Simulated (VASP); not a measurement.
# LaZn in VASP: further runs

LaZn is run at these levels: LDA; tasks: electric field gradients.

Program: VASP 6.6.1. These are calculated values, not measurements. Logs are shortened: lines on timing, memory, paths and dates and some standing lists are left out, and cuts for length are marked.

### Step 1. The cell of the first run

The structure is cubic, space group Pm-3m (No. 221). Conventional cell: a = 3.824 Å, b = 3.824 Å, c = 3.824 Å, α = 90.00°, β = 90.00°, γ = 90.00°. La (site symmetry m-3m) has 8 Zn at 3.31 Å and 6 La at 3.82 Å within 4.4 Å. Zn (site symmetry m-3m) has 8 La at 3.31 Å and 6 Zn at 3.82 Å within 4.4 Å.

### Step 2. Electric field gradients, LDA (27.95 Å³/atom)

INCAR reads:

```
SYSTEM = LaZn
PREC = Accurate ; ENCUT = 520
EDIFF = 1E-8 ; ISMEAR = -1
SIGMA = 0.05 ; LREAL = .FALSE.
LASPH = .TRUE. ; NELM = 80
ALGO = Normal ; ISIF = 2
LWAVE = .FALSE. ; LCHARG = .FALSE.
LEFG = .TRUE. ; NBANDS = 18
```

KPOINTS reads:

```
Automatic mesh
0
G
  9 9 9
  0 0 0
```

POSCAR reads:

```
LaZn
1.0
    3.8235480841      0.0000000000      0.0000000000
    0.0000000000      3.8235480841      0.0000000000
    0.0000000000      0.0000000000      3.8235480841
La Zn
1 1
Direct
    0.5000000000      0.5000000000      0.5000000000
    0.0000000000      0.0000000000      0.0000000000
```

Potentials or basis: VASP PAW LDA potentials, release 64 (La, Zn).

Command:

```sh
$ cat potpaw_LDA.64/La/POTCAR potpaw_LDA.64/Zn/POTCAR > POTCAR
$ mpirun -np 1 vasp_std > vasp.out
```

OUTCAR:

```text
SYSTEM = LaZn
   PREC = Accurate
   ENCUT = 520
   EDIFF = 1E-8
   ISMEAR = -1
   LREAL = .FALSE.
   LASPH = .TRUE.
   NELM = 80
   ISIF = 2

 ion  position               nearest neighbor table
   1  0.500  0.500  0.500-   2 3.31   2 3.31   2 3.31   2 3.31   2 3.31   2 3.31   2 3.31   2 3.31

   2  0.000  0.000  0.000-   1 3.31   1 3.31   1 3.31   1 3.31   1 3.31   1 3.31   1 3.31   1 3.31

  LATTYP: Found a simple cubic cell.
 ALAT       =     3.8235480841

  Lattice vectors:

 A1 = (   3.8235480841,   0.0000000000,   0.0000000000)
 A2 = (   0.0000000000,   3.8235480841,   0.0000000000)
 A3 = (   0.0000000000,   0.0000000000,   3.8235480841)

Analysis of symmetry for initial positions (statically):
=====================================================================
 Subroutine PRICEL returns:
 Original cell was already a primitive cell.

 Routine SETGRP: Setting up the symmetry group for a
 simple cubic supercell.

 Subroutine GETGRP returns: Found 48 space group operations
 (whereof 48 operations were pure point group operations)
 out of a pool of 48 trial point group operations.

The static configuration has the point symmetry O_h .

Analysis of symmetry for dynamics (positions and initial velocities):
=====================================================================
 Subroutine PRICEL returns:
 Original cell was already a primitive cell.

 Routine SETGRP: Setting up the symmetry group for a
 simple cubic supercell.

 Subroutine GETGRP returns: Found 48 space group operations
 (whereof 48 operations were pure point group operations)
 out of a pool of 48 trial point group operations.

The dynamic configuration has the point symmetry O_h .

 Subroutine INISYM returns: Found 48 space group operations
 (whereof 48 operations are pure point group operations),
 and found     1 'primitive' translations

----------------------------------------------------------------------------------------

                                     Primitive cell

  volume of cell :      55.8984

  direct lattice vectors                    reciprocal lattice vectors
     3.823548084  0.000000000  0.000000000     0.261537184  0.000000000  0.000000000
     0.000000000  3.823548084  0.000000000     0.000000000  0.261537184  0.000000000
     0.000000000  0.000000000  3.823548084     0.000000000  0.000000000  0.261537184

  length of vectors
     3.823548084  3.823548084  3.823548084     0.261537184  0.261537184  0.261537184

  position of ions in fractional coordinates (direct lattice)
     0.500000000  0.500000000  0.500000000
     0.000000000  0.000000000  0.000000000

  ion indices of the primitive-cell ions
   primitive index   ion index
                 1           1
                 2           2

----------------------------------------------------------------------------------------

 KPOINTS: Automatic mesh

Automatic generation of k-mesh.
 Grid dimensions read from file:
 generate k-points for:    9    9    9

 Generating k-lattice:

  Cartesian coordinates                     Fractional coordinates (reciprocal lattice)
     0.029059687  0.000000000  0.000000000     0.111111111  0.000000000  0.000000000
     0.000000000  0.029059687  0.000000000     0.000000000  0.111111111  0.000000000
     0.000000000  0.000000000  0.029059687     0.000000000  0.000000000  0.111111111

  Length of vectors
     0.029059687  0.029059687  0.029059687

  Shift w.r.t. Gamma in fractional coordinates (k-lattice)
     0.000000000  0.000000000  0.000000000

 Subroutine IBZKPT returns following result:
 ===========================================

 Found     35 irreducible k-points:

 Following reciprocal coordinates:
            Coordinates               Weight
  0.000000  0.000000  0.000000      1.000000
  0.111111  0.000000  0.000000      6.000000
  0.222222  0.000000  0.000000      6.000000
  0.333333  0.000000  0.000000      6.000000
  0.444444  0.000000  0.000000      6.000000
  0.111111  0.111111  0.000000     12.000000
[... 16 lines left out ...]
  0.333333  0.333333  0.111111     24.000000
  0.444444  0.333333  0.111111     48.000000
 [... further k-points ...]
   k-points           NKPTS =     35   k-points in BZ     NKDIM =     35   number of bands    NBANDS=     18
   number of dos      NEDOS =    301   number of ions     NIONS =      2
   total plane-waves  NPLWV =  21952
   dimension x,y,z NGX =    28 NGY =   28 NGZ =   28
   dimension x,y,z NGXF=    56 NGYF=   56 NGZF=   56
   ions per type =               1   1
   NGX,Y,Z   is equivalent  to a cutoff of  12.17, 12.17, 12.17 a.u.
   NGXF,Y,Z  is equivalent  to a cutoff of  24.35, 24.35, 24.35 a.u.
 SYSTEM =  LaZn
   PREC   = accura    normal or accurate (medium, high low for compatibility)
   ISTART =      0    job   : 0-new  1-cont  2-samecut
   ICHARG =      2    charge: 1-file 2-atom 10-const
   ISPIN  =      1    spin polarized calculation?
   LNONCOLLINEAR =      F non collinear calculations
   LSORBIT =      F    spin-orbit coupling
   LASPH  =      T    aspherical Exc in radial PAW
   ENCUT  =  520.0 eV  38.22 Ry    6.18 a.u.   7.11  7.11  7.11*2*pi/ulx,y,z
   NELM   =     80;   NELMIN=  2; NELMDL= -5     # of ELM steps
   EDIFF  = 0.1E-07   stopping-criterion for ELM
   LREAL  =      F    real-space projection
   EDIFFG = 0.1E-06   stopping-criterion for IOM
   NSW    =      0    number of steps for IOM
   IBRION =     -1    ionic relax: 0-MD 1-quasi-New 2-CG
   NFREE  =      0    steps in history (QN), initial steepest desc. (CG)
   ISIF   =      2    stress and relaxation
   ISYM   =      2    0-nonsym 1-usesym 2-fastsym
   POTIM  = 0.5000    time-step for ionic-motion
   TEBEG  =    0.0;   TEEND  =   0.0 temperature during run
   PSTRESS=    0.0 pullay stress
   NELECT =      23.0000    total number of electrons
   NUPDOWN=      -1.0000    fix difference up-down
   EMIN   =  10.00;   EMAX   =-10.00  energy-range for DOS
   EFERMI =   0.00;   METHOD = LEGACY
   ISMEAR =    -1;   SIGMA  =   0.05  broadening in eV -4-tet -1-fermi 0-gaus
   EFERMI_NEDOS =   21; number of points for ismear=-14 and -15
   IALGO  =     38    algorithm
   IMIX   =      4    mixing-type and parameters
     AMIX     =   0.40;   BMIX     =  1.00
     AMIX_MAG =   1.60;   BMIX_MAG =  1.00
  volume/ion in A,a.u.               =      27.95       188.61
  Fermi-wavevector in a.u.,A,eV,Ry     =   1.217636  2.300999 20.172514  1.482638
  Thomas-Fermi vector in A             =   2.352950
   LORBIT       =      0    0 simple, 1 ext, 2 COOP (PROOUT), +10 PAW based schemes
   GGA     = CA    functional components
   LHFCALC =     F    Hartree Fock is set to
   AEXX    =    0.0000 exact exchange contribution
   IVDW    =     0    specifies the selected vdW correction
   LEPSILON=     F    determine dielectric tensor
   LRPA    =     F    only Hartree local field effects (RPA)
 non-spin polarized calculation
  energy-cutoff  :      520.00
  volume of cell :       55.90
 maximum number of plane-waves:      1517
   NGX = 15   NGY = 15   NGZ = 15

 number of electron      22.9999986 magnetization

 Free energy of the ion-electron system (eV)
  ---------------------------------------------------
  ext. energy  EPLUGINS =         0.00000000
  ---------------------------------------------------
  free energy    TOTEN  =        -7.83344829 eV

  energy without entropy =       -7.80934955  energy(sigma->0) =       -7.82139892

 E-fermi :   5.5691     XC(G=0): -10.1187

 val. band max:        5.5445681136   @ k =   0.3333   0.0000   0.0000
 cond. band min:       5.6194487757   @ k =   0.4444   0.2222   0.1111
 fundamental gap:      0.0748806621
 Fermi energy:         5.5690533784

 k-point     1 :       0.0000    0.0000    0.0000
  band No.  band energies     occupation
      1     -27.2571      2.00000
      2     -10.6809      2.00000
      3     -10.6809      2.00000
      4     -10.6809      2.00000
      5      -1.4862      2.00000
      6      -1.4862      2.00000
[... 10 lines left out ...]
     17       7.1390      0.00000
     18       7.1390      0.00000

 k-point     2 :       0.1111    0.0000    0.0000
  band No.  band energies     occupation
      1     -27.2508      2.00000
      2     -10.7699      2.00000
      3     -10.6736      2.00000
      4     -10.6736      2.00000
      5      -1.4819      2.00000
      6      -1.4683      2.00000
[... 10 lines left out ...]
     17       7.1461      0.00000
     18       7.1467      0.00000
[... 442 lines left out ...]
 k-point    24 :       0.4444    0.3333    0.1111
  band No.  band energies     occupation
      1     -27.1595      2.00000
      2     -11.2574      2.00000
      3     -11.0973      2.00000
      4     -10.6464      2.00000
      5      -1.4547      2.00000
      6      -1.4207      2.00000
[... 10 lines left out ...]
     17       7.3275      0.00000
     18       7.4099      0.00000

 [... further k-points ...]

------------------------ aborting loop because EDIFF is reached ----------------------------------------

  FORCE on cell =-STRESS in cart. coord.  units (eV):
  Direction    XX          YY          ZZ          XY          YZ          ZX
  --------------------------------------------------------------------------------------
  -------------------------------------------------------------------------------------
  Total       -2.1233934     -2.1233934     -2.1233934     -0.0000000     -0.0000000      0.0000000
  in kB      -60.8613222    -60.8613222    -60.8613222     -0.0000000     -0.0000000      0.0000000
  external PRESSURE =     -60.8613222 kB  Pullay stress =       0.0000000 kB

 VOLUME and BASIS-vectors are now :
 -----------------------------------------------------------------------------
  energy-cutoff  :      520.00
  volume of cell :       55.90
      direct lattice vectors                 reciprocal lattice vectors
     3.823548084  0.000000000  0.000000000     0.261537184  0.000000000  0.000000000
     0.000000000  3.823548084  0.000000000     0.000000000  0.261537184  0.000000000
     0.000000000  0.000000000  3.823548084     0.000000000  0.000000000  0.261537184

 POSITION                                       TOTAL-FORCE (eV/Angst)
 -----------------------------------------------------------------------------------
      1.91177      1.91177      1.91177         0.000000      0.000000      0.000000
      0.00000      0.00000      0.00000         0.000000      0.000000      0.000000
 -----------------------------------------------------------------------------------
    total drift:                               -0.000000      0.000000      0.000000

  FREE ENERGIE OF THE ION-ELECTRON SYSTEM (eV)
  ---------------------------------------------------
  free  energy   TOTEN  =        -7.8334482901 eV

  energy  without entropy=       -7.8093495503  energy(sigma->0) =       -7.82139892

 Electric field gradients (V/A^2)
---------------------------------------------------------------------
 ion       V_xx      V_yy      V_zz      V_xy      V_xz      V_yz
---------------------------------------------------------------------
   1       0.000    -0.000     0.000     0.000     0.000     0.000
   2       0.000     0.000     0.000    -0.000    -0.000     0.000
---------------------------------------------------------------------

 Electric field gradients after diagonalization (V/A^2)
 (convention: |V_zz| > |V_xx| > |V_yy|)
----------------------------------------------------------------------
 ion       V_xx      V_yy      V_zz     asymmetry (V_yy - V_xx)/ V_zz
----------------------------------------------------------------------
   1       0.000    -0.000     0.000      -0.332
   2       0.000     0.000     0.000      -0.706
----------------------------------------------------------------------

           NMR quadrupolar parameters

 Cq : quadrupolar parameter    Cq=e*Q*V_zz/h
 eta: asymmetry parameters     (V_yy - V_xx)/ V_zz
 Q  : nuclear electric quadrupole moment in mb (millibarn)
----------------------------------------------------------------------
 ion       Cq(MHz)       eta       Q (mb)
----------------------------------------------------------------------
   1       0.000      -0.332       1.000
   2       0.000      -0.706       1.000
----------------------------------------------------------------------
```

It took 26 s on 1 thread of Intel Xeon Platinum 8488C (Sapphire Rapids), shared host; peak memory 0.17 GiB.

Results:

| Quantity | Value |
| --- | --- |
| Free energy | -7.8334 eV |
| Pressure | -6.1 GPa |
| Band gap on the k mesh | zero (an odd number of electrons rules out a gap without spin polarisation) |
| Largest electric field gradient by atom | under 0.05 V/Å² on every atom |

Levels at points of the mesh, in eV from the Fermi level:
| k point | band 9 | band 10 | band 11 | band 12 | band 13 | band 14 | band 15 | band 16 |
| --- | --- | --- | --- | --- | --- | --- | --- | --- |
| (0.00, 0.00, 0.00) | -6.95 | -5.92 | -0.36 | -0.36 | 1.45 | 1.45 | 1.45 | 1.57 |

Caveat: the cell stands under tension; spin-orbit coupling is left out, which moves the levels of the heavy elements.

### Step 3. Electric field gradients, LDA (27.95 Å³/atom)

INCAR reads:

```
ALGO = Normal
EDIFF = 1E-8
ENCUT = 520
GGA = CA
ISIF = 2
ISMEAR = -1
LASPH = T
LCHARG = F
LEFG = T
LREAL = F
LWAVE = F
NBANDS = 18
NELM = 100
PREC = Accurate
SIGMA = 0.05
```

KPOINTS reads:

```
k-points
0
Gamma
  9 9 9
```

POSCAR is that of step 2.

Potentials or basis: VASP PAW LDA potentials, release 64 (La, Zn).

Command:

```sh
$ cat potpaw_LDA.64/La/POTCAR potpaw_LDA.64/Zn/POTCAR > POTCAR
$ mpirun -np 1 vasp_std > vasp.out
```

OUTCAR:

```text
EDIFF = 1E-8
   ENCUT = 520
   GGA = CA
   ISIF = 2
   ISMEAR = -1
   LASPH = T
   LREAL = F
   NELM = 100
   PREC = Accurate

 ion  position               nearest neighbor table
   1  0.500  0.500  0.500-   2 3.31   2 3.31   2 3.31   2 3.31   2 3.31   2 3.31   2 3.31   2 3.31

   2  0.000  0.000  0.000-   1 3.31   1 3.31   1 3.31   1 3.31   1 3.31   1 3.31   1 3.31   1 3.31

  LATTYP: Found a simple cubic cell.
 ALAT       =     3.8235480841

  Lattice vectors:

 A1 = (   3.8235480841,   0.0000000000,   0.0000000000)
 A2 = (   0.0000000000,   3.8235480841,   0.0000000000)
 A3 = (   0.0000000000,   0.0000000000,   3.8235480841)

[... 714 lines left out ...]
  free  energy   TOTEN  =        -7.8334482901 eV

  energy  without entropy=       -7.8093495503  energy(sigma->0) =       -7.82139892

 Electric field gradients (V/A^2)
---------------------------------------------------------------------
 ion       V_xx      V_yy      V_zz      V_xy      V_xz      V_yz
---------------------------------------------------------------------
   1       0.000    -0.000     0.000     0.000     0.000     0.000
   2       0.000     0.000     0.000    -0.000    -0.000     0.000
---------------------------------------------------------------------

 Electric field gradients after diagonalization (V/A^2)
 (convention: |V_zz| > |V_xx| > |V_yy|)
----------------------------------------------------------------------
 ion       V_xx      V_yy      V_zz     asymmetry (V_yy - V_xx)/ V_zz
----------------------------------------------------------------------
   1       0.000    -0.000     0.000      -0.332
   2       0.000     0.000     0.000      -0.706
----------------------------------------------------------------------

           NMR quadrupolar parameters

 Cq : quadrupolar parameter    Cq=e*Q*V_zz/h
 eta: asymmetry parameters     (V_yy - V_xx)/ V_zz
 Q  : nuclear electric quadrupole moment in mb (millibarn)
----------------------------------------------------------------------
 ion       Cq(MHz)       eta       Q (mb)
----------------------------------------------------------------------
   1       0.000      -0.332       1.000
   2       0.000      -0.706       1.000
----------------------------------------------------------------------
```

OSZICAR:

```text
N       E                     dE             d eps       ncg     rms          rms(c)
DAV:   1     0.172963967106E+03    0.17296E+03   -0.97742E+03  1260   0.191E+03
DAV:   2     0.144743194877E+02   -0.15849E+03   -0.15343E+03  1572   0.279E+02
DAV:   3    -0.644797372256E+01   -0.20922E+02   -0.20242E+02  1562   0.117E+02
DAV:   4    -0.803533277695E+01   -0.15874E+01   -0.14986E+01  2414   0.251E+01
DAV:   5    -0.808364484012E+01   -0.48312E-01   -0.48213E-01  1752   0.414E+00    0.311E+00
DAV:   6    -0.785557692723E+01    0.22807E+00   -0.20337E+00  1918   0.170E+01    0.201E+00
DAV:   7    -0.784023174395E+01    0.15345E-01   -0.16646E-01  1694   0.495E+00    0.944E-01
DAV:   8    -0.783381815417E+01    0.64136E-02   -0.16318E-02  2272   0.101E+00    0.138E-01
DAV:   9    -0.783346614766E+01    0.35201E-03   -0.61789E-04  1936   0.221E-01    0.357E-02
DAV:  10    -0.783344772712E+01    0.18421E-04   -0.10705E-04  2240   0.939E-02    0.879E-03
DAV:  11    -0.783344828069E+01   -0.55357E-06   -0.15226E-05  1696   0.393E-02    0.319E-03
DAV:  12    -0.783344829572E+01   -0.15028E-07   -0.15825E-06  2296   0.125E-02    0.935E-04
DAV:  13    -0.783344829010E+01    0.56148E-08   -0.98495E-08  1872   0.271E-03
   1 F= -.78334483E+01 E0= -.78213989E+01  d E =-.240987E-01
```

stdout:

```text
POSCAR found type information on POSCAR LaZn
 POSCAR found :  2 types and       2 ions
 scaLAPACK will be used
 LDA part: xc-table for (Slater(with rela. corr.)+CA(PZ))
 , standard interpolation
 POSCAR, INCAR and KPOINTS ok, starting setup
 FFT: planning ... GRIDC
 FFT: planning ... GRID_SOFT
 FFT: planning ... GRID
 WAVECAR not read
 entering main loop
ion   1

ion   2
```

Run time: 28 s. Hardware: 1 thread of Intel Xeon Platinum 8488C (Sapphire Rapids), shared host; peak memory 0.18 GiB.

What came out:

```
Free energy                             : -7.8334 eV
Pressure                                : -6.1 GPa
Band gap on the k mesh                  : zero (an odd number of electrons rules out a gap without spin polarisation)
Largest electric field gradient by atom : under 0.05 V/Å² on every atom
```

Caveat: the cell stands under tension; spin-orbit coupling is left out, which moves the levels of the heavy elements.

(Part 1 of 3 ends here.)

The gap in the log of VASP goes by the Fermi energy; the results here count the filled bands.